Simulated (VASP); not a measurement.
The system is NiO.

```
Ni O
1.0
     0.00000    2.09813    2.09813
     2.09813    0.00000    2.09813
     2.09813    2.09813    0.00000
Ni O
1 1
Direct
  0.00000 0.00000 0.00000
  0.50000 0.50000 0.50000
```

- Program: VASP 6.6.1
- Task: relaxation of cell and atoms
- Functional: PBEsol
- Potentials or basis: VASP PAW PBE potentials, release 64 (Ni, O)
- Cutoff: 600 eV
- k mesh: 10 × 10 × 10
- Occupations: fermi-dirac, width 0.01 eV
- Spin: collinear spin, ferromagnetic start
- Starting moments: [2.0, 0.0] μB

At the start: pressure -11.1 GPa; volume 9.24 Å³/atom.

How do energy, volume and symmetry change on relaxing?

Over 4 steps the energy falls by 19.0 meV/atom and the volume is 8.68 Å³/atom (-6.0 %); space group Fm-3m (No. 225, to 0.05 Å); moment 1.14 μB per cell.

The path:
```tsv
step	energy change (eV)	largest force (eV/Å)	pressure (GPa)	volume (Å³)
1	0.0000	0.0000	-11.07	18.47
2	-0.0250	0.0000	7.88	16.82
3	-0.0379	0.0000	-0.59	17.41
4	-0.0380	0.0000	-0.04	17.36
```

Final structure:
```
Ni O
1.0
     0.00000    2.05529    2.05529
     2.05529    0.00000    2.05529
     2.05529    2.05529    0.00000
Ni O
1 1
Cartesian
  0.0000 2.0553 2.0553
  2.0553 2.0553 2.0553
```

Caveat: the PAW data sets were made with another functional, which shifts forces and pressure a little; a cell with one magnetic atom can't hold antiferromagnetic order, which such compounds often take.
